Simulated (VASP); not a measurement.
A run of VASP 6.6.1 is set up as follows.

File INCAR:

```
SYSTEM = Sn
  ALGO = Normal
  EDIFF = 1E-6
  ENCUT = 520
  GGA = PE
  ISIF = 2
  ISMEAR = 0
  LASPH = .TRUE.
  LCHARG = .FALSE.
  LREAL = .FALSE.
  LWAVE = .FALSE.
  NBANDS = 21
  NELM = 100
  PREC = Accurate
  SIGMA = 0.15
```

File KPOINTS:

```
k-points
0
G
  12 12 12
  0 0 0
```

File POSCAR:

```
Sn
1.0
    0.0000000000      3.1969160000      3.1482320000
    3.1969160000      0.0000000000      3.1482320000
    3.1969160000      3.1969160000      0.0000000000
Sn
2
Direct
    0.5000000000      0.5000000000      0.5000000000
    0.7500000000      0.7500000000      0.7500000000
```

Potentials or basis: VASP PAW PBE potentials, release 64 (Sn_d).

The run is started by

```console
$ cat potpaw_PBE.64/Sn_d/POTCAR > POTCAR
$ mpirun -np 1 vasp_std > vasp.out
```

Q: What does it give for the pressure?

A: 6.7 GPa.

Stress tensor (GPa, compression positive):
```
6.54 0.00 0.00
0.00 6.54 0.00
0.00 0.00 6.96
```

Caveat: the cell differs from its parent crystal (strain -0.015 along x and y, -0.030 along z); the cell stands under pressure.
